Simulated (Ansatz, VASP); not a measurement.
One calculation of TaN, two programs

```
Ta N
1.0
     3.05000    0.01525    0.01525
    -1.51179    2.63375    0.00558
     0.02470    0.02470    4.94000
Ta N
2 2
Cartesian
  0.0088 1.7609 0.0088
  1.5418 0.9004 2.4820
  0.0183 1.7704 1.9107
  1.5513 0.9099 4.3839
```

Change from the starting cell: equal xy, yz and zx shear strains of +1 %.

Alike in both runs: task single point; functional PBEsol; k mesh 9 × 9 × 5; occupations fermi-dirac, width 0.01 eV; no spin polarisation.

```csv
,VASP,Ansatz
version,VASP 6.6.1,Ansatz 0.2.0
potentials or method,"VASP PAW PBE potentials, release 64 (Ta_pv, N), cutoff 520 eV","all-electron LAPW, scalar-relativistic"
```

```tsv
	VASP	Ansatz	Ansatz less VASP
pressure (GPa)	129.6	123.8	-5.80
traceless stress, the component that is largest in VASP (GPa)	-16.95	-16.27	+0.675
rms of the force components (eV/Å)	1.352	1.320	-0.0314
```

VASP's potentials were made for PBE, not for PBEsol. Atom by atom the forces differ by 0.032 eV/Å (rms over components). Both programs put the cell under a high pressure, so it lies far from rest at this level. Ansatz ran all-electron here, and VASP with PAW potentials.

Neither program's run includes spin-orbit coupling. Noted on VASP's run: the cell as given lies far from equilibrium.
